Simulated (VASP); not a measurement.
Write the native input for VASP 6.6.1 that does the following.

* Task: single point
* Functional: PBE
* Potentials or basis: VASP PAW PBE potentials, release 64 (Sr_sv, Cl)
* Cutoff: 520 eV
* k mesh: 6 × 6 × 6
* Occupations: gaussian, width 0.05 eV
* Spin: no spin polarisation
* Dipole correction: no
* Further INCAR settings: ALGO = Normal; EDIFF = 1e-06; NBANDS = 19

The structure of SrCl2 lies in POSCAR:

```
SrCl2
1.0
    0.0000000000      3.6331995156      3.4075778257
    3.6331995156      0.0000000000      3.4075778257
    3.6331995156      3.6331995156      0.0000000000
Sr Cl
1 2
Direct
    0.0000000000      0.0000000000      0.0000000000
    0.2500000000      0.2500000000      0.2500000000
    0.7500000000      0.7500000000      0.7500000000
```

These files were run (other wordings do the same):

INCAR

```
SYSTEM = SrCl2
PREC = Accurate
ENCUT = 520
EDIFF = 1E-6
ISMEAR = 0
SIGMA = 0.05
LREAL = .False.
LASPH = .True.
NELM = 100
ALGO = Normal
ISIF = 2
LWAVE = .False.
LCHARG = .True.
GGA = PE
LELF = .True.
LVHAR = .True.
NBANDS = 19
```

KPOINTS

```
Automatic mesh
0
Gamma
  6 6 6
  0 0 0
```

Potentials or basis: VASP PAW PBE potentials, release 64 (Sr_sv, Cl).

Command:

```sh
$ cat potpaw_PBE.64/Sr_sv/POTCAR potpaw_PBE.64/Cl/POTCAR > POTCAR
$ mpirun -np 1 vasp_std > vasp.out
```

It gave:

| Quantity | Value |
| --- | --- |
| Pressure | -0.9 GPa |
| Band gap on the k mesh | 4.77 eV (least direct gap 5.02 eV) |

Run time: 100 s on 1 thread of Intel Xeon 8259CL (shared host), peak memory 0.25 GiB.
